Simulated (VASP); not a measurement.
# CdSe (R3m) in VASP: notebook

The runs below take CdSe through single point, with PBEsol.

All numbers are computed with VASP 6.6.1; they aren't measurements. Logs are shortened: lines on timing, memory, paths and dates and some standing lists are left out, and cuts for length are marked.

## Step 1: The cell of the first run

It takes space group R3m (No. 160, trigonal). Conventional cell: a = 4.477 Å, b = 4.477 Å, c = 9.722 Å, α = 90.00°, β = 90.00°, γ = 120.00°. Within 3.2 Å of Cd (site symmetry 3m) lie 4 Se at 2.43 to 2.71 Å. Se (site symmetry 3m) has 4 Cd at 2.43 to 2.71 Å within 3.2 Å.

## Step 2: Single point, PBEsol (28.13 Å³/atom)

File INCAR:

```
SYSTEM = CdSe
ALGO = Normal ; EDIFF = 1E-7
ENCUT = 520 ; GGA = PS
ISIF = 2 ; ISMEAR = 0
LASPH = .TRUE. ; LCHARG = .FALSE.
LREAL = .FALSE. ; LWAVE = .FALSE.
NBANDS = 16 ; NELM = 60
PREC = Accurate ; SIGMA = 0.05
```

File KPOINTS:

```
k-points
0
G
  10 10 10
  0 0 0
```

File POSCAR:

```
CdSe
1.0
    0.0000000000      3.1660471963      3.1660471963
    3.1660471963      0.0000000000      3.1660471963
    2.9262718887      2.9262718887      0.2397753077
Cd Se
1 1
Direct
    0.0000000000      0.0000000000      0.0000000000
    0.7500000000      0.7500000000      0.7500000000
```

Potentials or basis: VASP PAW PBE potentials, release 64 (Cd, Se).

Launch:

```
$ cat potpaw_PBE.64/Cd/POTCAR potpaw_PBE.64/Se/POTCAR > POTCAR
$ mpirun -np 1 vasp_std > vasp.out
```

OUTCAR:

```text
SYSTEM = CdSe
   EDIFF = 1E-7
   ENCUT = 520
   GGA = PS
   ISIF = 2
   ISMEAR = 0
   LASPH = .TRUE.
   LREAL = .FALSE.
   NELM = 60
   PREC = Accurate

 ion  position               nearest neighbor table
   1  0.000  0.000  0.000-   2 2.43   2 2.71   2 2.71   2 2.71
   2  0.750  0.750  0.750-   1 2.43   1 2.71   1 2.71   1 2.71

  LATTYP: Found a trigonal (rhomboedric) cell.
 ALAT       =     4.1453138037
 COS(alpha) =     0.4166624355

  Lattice vectors:

 A1 = (   2.9262718887,  -0.2397753076,  -2.9262718886)
 A2 = (  -0.2397753076,   2.9262718887,  -2.9262718886)
 A3 = (   2.9262718887,   2.9262718887,   0.2397753077)

Analysis of symmetry for initial positions (statically):
=====================================================================
 Subroutine PRICEL returns:
 Original cell was already a primitive cell.

 Routine SETGRP: Setting up the symmetry group for a
 trigonal (rhombohedral) supercell.

 Subroutine GETGRP returns: Found  6 space group operations
 (whereof  6 operations were pure point group operations)
 out of a pool of 12 trial point group operations.

The static configuration has the point symmetry C_3v.

Analysis of symmetry for dynamics (positions and initial velocities):
=====================================================================
 Subroutine PRICEL returns:
 Original cell was already a primitive cell.

 Routine SETGRP: Setting up the symmetry group for a
 trigonal (rhombohedral) supercell.

 Subroutine GETGRP returns: Found  6 space group operations
 (whereof  6 operations were pure point group operations)
 out of a pool of 12 trial point group operations.

The dynamic configuration has the point symmetry C_3v.

 Subroutine INISYM returns: Found  6 space group operations
 (whereof  6 operations are pure point group operations),
 and found     1 'primitive' translations

----------------------------------------------------------------------------------------

                                     Primitive cell

  volume of cell :      56.2616

  direct lattice vectors                    reciprocal lattice vectors
     0.000000000  3.166047196  3.166047196    -0.164672153  0.151179108  0.164672153
     3.166047196  0.000000000  3.166047196     0.151179108 -0.164672153  0.164672153
     2.926271889  2.926271889  0.239775308     0.178165197  0.178165197 -0.178165197

  length of vectors
     4.477466884  4.477466884  4.145313804     0.277648985  0.277648985  0.308591173

  position of ions in fractional coordinates (direct lattice)
     0.000000000  0.000000000  0.000000000
     0.750000000  0.750000000  0.750000000

  ion indices of the primitive-cell ions
   primitive index   ion index
                 1           1
                 2           2

----------------------------------------------------------------------------------------

 KPOINTS: k-points

Automatic generation of k-mesh.
 Grid dimensions read from file:
 generate k-points for:   10   10   10

 Generating k-lattice:

  Cartesian coordinates                     Fractional coordinates (reciprocal lattice)
    -0.016467215  0.015117911  0.016467215     0.100000000  0.000000000 -0.000000000
     0.015117911 -0.016467215  0.016467215     0.000000000  0.100000000 -0.000000000
     0.017816520  0.017816520 -0.017816520     0.000000000  0.000000000  0.100000000

  Length of vectors
     0.027764898  0.027764898  0.030859117

  Shift w.r.t. Gamma in fractional coordinates (k-lattice)
     0.000000000  0.000000000  0.000000000

 Subroutine IBZKPT returns following result:
 ===========================================

 Found    116 irreducible k-points:

 Following reciprocal coordinates:
            Coordinates               Weight
  0.000000  0.000000  0.000000      1.000000
  0.100000  0.000000  0.000000      6.000000
  0.200000  0.000000  0.000000      6.000000
  0.300000  0.000000 -0.000000      6.000000
  0.400000  0.000000  0.000000      6.000000
  0.500000  0.000000  0.000000      3.000000
[... 16 lines left out ...]
  0.300000  0.300000 -0.000000      6.000000
  0.400000  0.300000 -0.000000     12.000000
 [... further k-points ...]
   k-points           NKPTS =    116   k-points in BZ     NKDIM =    116   number of bands    NBANDS=     16
   number of dos      NEDOS =    301   number of ions     NIONS =      2
   total plane-waves  NPLWV =  41472
   dimension x,y,z NGX =    36 NGY =   36 NGZ =   32
   dimension x,y,z NGXF=    72 NGYF=   72 NGZF=   64
   ions per type =               1   1
   NGX,Y,Z   is equivalent  to a cutoff of  13.37, 13.37, 12.83 a.u.
   NGXF,Y,Z  is equivalent  to a cutoff of  26.73, 26.73, 25.67 a.u.
 SYSTEM =  CdSe
   PREC   = accura    normal or accurate (medium, high low for compatibility)
   ISTART =      0    job   : 0-new  1-cont  2-samecut
   ICHARG =      2    charge: 1-file 2-atom 10-const
   ISPIN  =      1    spin polarized calculation?
   LNONCOLLINEAR =      F non collinear calculations
   LSORBIT =      F    spin-orbit coupling
   LASPH  =      T    aspherical Exc in radial PAW
   ENCUT  =  520.0 eV  38.22 Ry    6.18 a.u.   8.33  8.33  7.71*2*pi/ulx,y,z
   NELM   =     60;   NELMIN=  2; NELMDL= -5     # of ELM steps
   EDIFF  = 0.1E-06   stopping-criterion for ELM
   LREAL  =      F    real-space projection
   EDIFFG = 0.1E-05   stopping-criterion for IOM
   NSW    =      0    number of steps for IOM
   IBRION =     -1    ionic relax: 0-MD 1-quasi-New 2-CG
   NFREE  =      0    steps in history (QN), initial steepest desc. (CG)
   ISIF   =      2    stress and relaxation
   ISYM   =      2    0-nonsym 1-usesym 2-fastsym
   POTIM  = 0.5000    time-step for ionic-motion
   TEBEG  =    0.0;   TEEND  =   0.0 temperature during run
   PSTRESS=    0.0 pullay stress
   NELECT =      18.0000    total number of electrons
   NUPDOWN=      -1.0000    fix difference up-down
   EMIN   =  10.00;   EMAX   =-10.00  energy-range for DOS
   EFERMI =   0.00;   METHOD = LEGACY
   ISMEAR =     0;   SIGMA  =   0.05  broadening in eV -4-tet -1-fermi 0-gaus
   EFERMI_NEDOS =   21; number of points for ismear=-14 and -15
   IALGO  =     38    algorithm
   IMIX   =      4    mixing-type and parameters
     AMIX     =   0.40;   BMIX     =  1.00
     AMIX_MAG =   1.60;   BMIX_MAG =  1.00
  volume/ion in A,a.u.               =      28.13       189.84
  Fermi-wavevector in a.u.,A,eV,Ry     =   1.119683  2.115894 17.057484  1.253690
  Thomas-Fermi vector in A             =   2.256324
   LORBIT       =      0    0 simple, 1 ext, 2 COOP (PROOUT), +10 PAW based schemes
   GGA     = PS    functional components
   LHFCALC =     F    Hartree Fock is set to
   AEXX    =    0.0000 exact exchange contribution
   IVDW    =     0    specifies the selected vdW correction
   LEPSILON=     F    determine dielectric tensor
   LRPA    =     F    only Hartree local field effects (RPA)
 non-spin polarized calculation
 Gauss-broadening in eV      SIGMA  =   0.05
  energy-cutoff  :      520.00
  volume of cell :       56.26
 maximum number of plane-waves:      1528
 NGX is ok and might be reduce to    36
   NGX = 17   NGY = 17   NGZ = 15

 number of electron      18.0000002 magnetization

 Free energy of the ion-electron system (eV)
  ---------------------------------------------------
  ext. energy  EPLUGINS =         0.00000000
  ---------------------------------------------------
  free energy    TOTEN  =        -5.99663971 eV

  energy without entropy =       -5.99663971  energy(sigma->0) =       -5.99663971

 E-fermi :   1.0931     XC(G=0):  -9.0937

 val. band max:        0.8508004533   @ k =   0.1000   0.0000   0.0000
 cond. band min:       1.4060149907   @ k =   0.0000   0.0000   0.0000
 fundamental gap:      0.5552145374
 Fermi energy:         1.0931174392

 k-point     1 :       0.0000    0.0000    0.0000
  band No.  band energies     occupation
      1     -11.8667      2.00000
      2      -7.2331      2.00000
      3      -7.1116      2.00000
      4      -7.1116      2.00000
      5      -6.7504      2.00000
      6      -6.7504      2.00000
[... 8 lines left out ...]
     15      11.9916      0.00000
     16      11.9916      0.00000

 k-point     2 :       0.1000    0.0000    0.0000
  band No.  band energies     occupation
      1     -11.8344      2.00000
      2      -7.2209      2.00000
      3      -7.1050      2.00000
      4      -7.0832      2.00000
      5      -6.7508      2.00000
      6      -6.7492      2.00000
[... 8 lines left out ...]
     15      11.1889      0.00000
     16      11.8488      0.00000

 k-point     3 :       0.2000    0.0000    0.0000
  band No.  band energies     occupation
      1     -11.7490      2.00000
      2      -7.1890      2.00000
      3      -7.0892      2.00000
      4      -6.9923      2.00000
      5      -6.7498      2.00000
      6      -6.7431      2.00000
[... 8 lines left out ...]
     15      10.9735      0.00000
     16      11.5103      0.00000

 k-point     4 :       0.3000    0.0000   -0.0000
  band No.  band energies     occupation
      1     -11.6418      2.00000
      2      -7.1517      2.00000
      3      -7.0737      2.00000
      4      -6.8417      2.00000
      5      -6.7438      2.00000
      6      -6.7177      2.00000
[... 8 lines left out ...]
     15      10.8166      0.00000
     16      11.7045      0.00000
[... 324 lines left out ...]
 k-point    22 :      -0.2000    0.2000    0.0000
  band No.  band energies     occupation
      1     -11.6120      2.00000
      2      -7.1445      2.00000
      3      -7.0391      2.00000
      4      -6.8620      2.00000
      5      -6.7430      2.00000
      6      -6.6765      2.00000
[... 8 lines left out ...]
     15      12.0019      0.00000
     16      13.0148      0.00000

 k-point    23 :       0.3000    0.3000   -0.0000
  band No.  band energies     occupation
      1     -11.5400      2.00000
      2      -7.0547      2.00000
      3      -6.9641      2.00000
      4      -6.9128      2.00000
      5      -6.7227      2.00000
      6      -6.6995      2.00000
[... 8 lines left out ...]
     15      12.5664      0.00000
     16      14.3049      0.00000

 k-point    24 :       0.4000    0.3000   -0.0000
  band No.  band energies     occupation
      1     -11.4689      2.00000
      2      -7.0201      2.00000
      3      -6.9682      2.00000
      4      -6.8535      2.00000
      5      -6.7186      2.00000
      6      -6.5829      2.00000
[... 8 lines left out ...]
     15      12.8402      0.00000
     16      14.1243      0.00000

 [... further k-points ...]
[... 5 lines left out ...]
  --------------------------------------------------------------------------------------
  -------------------------------------------------------------------------------------
  Total        0.6357731      0.6357731      0.6357731      1.6120886     -1.6120886     -1.6120886
  in kB       18.1050947     18.1050947     18.1050947     45.9079163    -45.9079163    -45.9079163
  external PRESSURE =      18.1050947 kB  Pullay stress =       0.0000000 kB

 VOLUME and BASIS-vectors are now :
 -----------------------------------------------------------------------------
  energy-cutoff  :      520.00
  volume of cell :       56.26
      direct lattice vectors                 reciprocal lattice vectors
     0.000000000  3.166047196  3.166047196    -0.164672153  0.151179108  0.164672153
     3.166047196  0.000000000  3.166047196     0.151179108 -0.164672153  0.164672153
     2.926271889  2.926271889  0.239775308     0.178165197  0.178165197 -0.178165197

 POSITION                                       TOTAL-FORCE (eV/Angst)
 -----------------------------------------------------------------------------------
      0.00000      0.00000      0.00000        -0.793531     -0.793531      0.793531
      4.56924      4.56924      4.92890         0.793531      0.793531     -0.793531
 -----------------------------------------------------------------------------------
    total drift:                               -0.000133     -0.000133      0.000131

  FREE ENERGIE OF THE ION-ELECTRON SYSTEM (eV)
  ---------------------------------------------------
  free  energy   TOTEN  =        -5.9966397145 eV

  energy  without entropy=       -5.9966397145  energy(sigma->0) =       -5.99663971
```

It took 40 s on 1 thread of Intel Xeon 6975P-C (Granite Rapids), shared host; peak memory 0.26 GiB.

Results:

- Free energy: -5.9966 eV
- Pressure: 1.8 GPa
- Largest force: 1.374 eV/Å
- Band gap on the k mesh: 0.56 eV (least direct gap 0.61 eV)

Forces in eV/Å, atoms in the order of the input:
```
Cd  -0.794 -0.794  0.794
Se   0.794  0.794 -0.794
```

Stress tensor (GPa, compression positive):
```
 1.81  4.59 -4.59
 4.59  1.81 -4.59
-4.59 -4.59  1.81
```

Caveat: the PAW data sets were made with another functional, which shifts forces and pressure a little. A k mesh can miss the band edges.

## Step 3: Single point, PBEsol (28.13 Å³/atom)

File INCAR:

```
SYSTEM = CdSe
  PREC = Accurate
  ENCUT = 520
  EDIFF = 1E-6
  ISMEAR = 0
  SIGMA = 0.05
  LREAL = .False.
  LASPH = .True.
  NELM = 80
  ALGO = Normal
  ISIF = 2
  LWAVE = .False.
  LCHARG = .False.
  GGA = PS
  NBANDS = 16
```

File KPOINTS:

```
Automatic mesh
0
Gamma
  10 10 10
  0 0 0
```

File POSCAR:

```
CdSe
1.0
    0.0000000000      2.9214509693      2.9214509693
    2.9214509693      0.0000000000      2.9214509693
    3.1711376455      3.1711376455     -0.2496866762
Cd Se
1 1
Direct
    0.0000000000      0.0000000000      0.0000000000
    0.7500000000      0.7500000000      0.7500000000
```

Potentials or basis: VASP PAW PBE potentials, release 64 (Cd, Se).

Launch:

```
$ cat potpaw_PBE.64/Cd/POTCAR potpaw_PBE.64/Se/POTCAR > POTCAR
$ mpirun -np 1 vasp_std > vasp.out
```

Wall time 32 s (1 thread of Intel Xeon 6975P-C (Granite Rapids), shared host); peak memory 0.25 GiB.

Results (log left out):

```
Free energy            : -6.0401 eV
Pressure               : 1.5 GPa
Largest force          : 0.586 eV/Å
Band gap on the k mesh : 0.36 eV
```

Forces on the atoms (eV/Å):
```
Cd   0.338  0.338 -0.338
Se  -0.338 -0.338  0.338
```

Stress tensor (GPa, compression positive):
```
 1.54 -3.04  3.04
-3.04  1.54  3.04
 3.04  3.04  1.54
```

Levels at points of the mesh, in eV from the valence-band top:
```tsv
k point	band 6	band 7	band 8	band 9	band 10	band 11	band 12	band 13
(0.00, 0.00, 0.00)	-7.72	-0.61	0.00	0.00	0.36	4.95	6.24	6.24
(0.50, 0.00, 0.00)	-7.39	-4.63	-1.10	-0.96	1.97	5.66	6.55	7.21
(0.50, 0.50, 0.00)	-7.36	-4.31	-2.26	-1.72	2.67	3.73	8.25	10.02
(0.00, 0.00, 0.50)	-7.54	-4.53	-0.51	-0.51	2.63	6.54	6.70	6.70
```

Caveat: the PAW data sets were made with another functional, which shifts forces and pressure a little.

## Step 4: Single point, PBEsol (28.13 Å³/atom)

File INCAR:

```
ALGO = Normal
EDIFF = 1E-6
ENCUT = 520
GGA = PS
ISIF = 2
ISMEAR = 0
LASPH = T
LCHARG = F
LREAL = F
LWAVE = F
NBANDS = 16
NELM = 60
PREC = Accurate
SIGMA = 0.05
```

File KPOINTS:

```
k-points
0
Gamma
  10 10 10
```

File POSCAR:

```
CdSe
1.0
    0.0000000000      3.1238591103      3.1238591103
    3.1238591103      0.0000000000      3.1238591103
    2.9630844948      2.9630844948      0.1607746155
Cd Se
1 1
Direct
    0.0000000000      0.0000000000      0.0000000000
    0.7500000000      0.7500000000      0.7500000000
```

Launch:

```
$ cat potpaw_PBE.64/Cd/POTCAR potpaw_PBE.64/Se/POTCAR > POTCAR
$ mpirun -np 1 vasp_std > vasp.out
```

It took 41 s on 1 thread of Intel Xeon 6975P-C (Granite Rapids), shared host; peak memory 0.26 GiB.

Results (log left out):

| Property | Result |
| --- | --- |
| Free energy | -6.1012 eV |
| Pressure | 1.0 GPa |
| Largest force | 0.793 eV/Å |
| Band gap on the k mesh | 0.51 eV |

Forces in eV/Å, atoms in the order of the input:
```
Cd  -0.458 -0.458  0.458
Se   0.458  0.458 -0.458
```

Stress tensor (GPa, compression positive):
```
 0.96  2.85 -2.85
 2.85  0.96 -2.85
-2.85 -2.85  0.96
```

Levels at points of the mesh, in eV from the valence-band top:
| k point | band 5 | band 6 | band 7 | band 8 | band 9 | band 10 | band 11 | band 12 | band 13 | band 14 |
| --- | --- | --- | --- | --- | --- | --- | --- | --- | --- | --- |
| (0.00, 0.00, 0.00) | -7.58 | -7.58 | -0.10 | -0.10 | 0.00 | 0.51 | 5.50 | 5.50 | 6.60 | 9.60 |
| (0.50, 0.00, 0.00) | -7.56 | -7.30 | -4.47 | -0.71 | -0.68 | 2.35 | 6.14 | 6.71 | 7.23 | 9.94 |
| (0.50, 0.50, 0.00) | -7.52 | -7.22 | -4.17 | -2.11 | -1.67 | 2.87 | 3.77 | 8.71 | 9.93 | 10.43 |
| (0.00, 0.00, 0.50) | -7.56 | -7.24 | -4.50 | -1.05 | -1.05 | 1.97 | 6.01 | 6.01 | 7.45 | 9.81 |

Caveat: the PAW data sets were made with another functional, which shifts forces and pressure a little.

## Step 5: The runs side by side

| cell | gap on the mesh (eV) | pressure (GPa) | largest force (eV/Å) |
| --- | --- | --- | --- |
| a = 4.477, b = 4.477, c = 4.145 Å, angles 57.3, 57.3, 60.0°, 2 atoms | 0.56 | 1.8 | 1.37 |
| a = 4.132, b = 4.132, c = 4.492 Å, angles 62.6, 62.6, 60.0°, 2 atoms | 0.36 | 1.5 | 0.59 |
| a = 4.418, b = 4.418, c = 4.194 Å, angles 58.2, 58.2, 60.0°, 2 atoms | 0.51 | 1.0 | 0.79 |

Alike in all rows: task single point; level PBEsol; potentials or basis VASP PAW PBE potentials, release 64 (Cd, Se); no spin polarisation; k mesh 10 × 10 × 10; cutoff (eV) 520; smearing gaussian 0.05 eV.

Caveats: the PAW data sets were made with another functional, which shifts forces and pressure a little.

Total energies depend on the potentials used, so only differences within one code and one set of settings carry meaning.
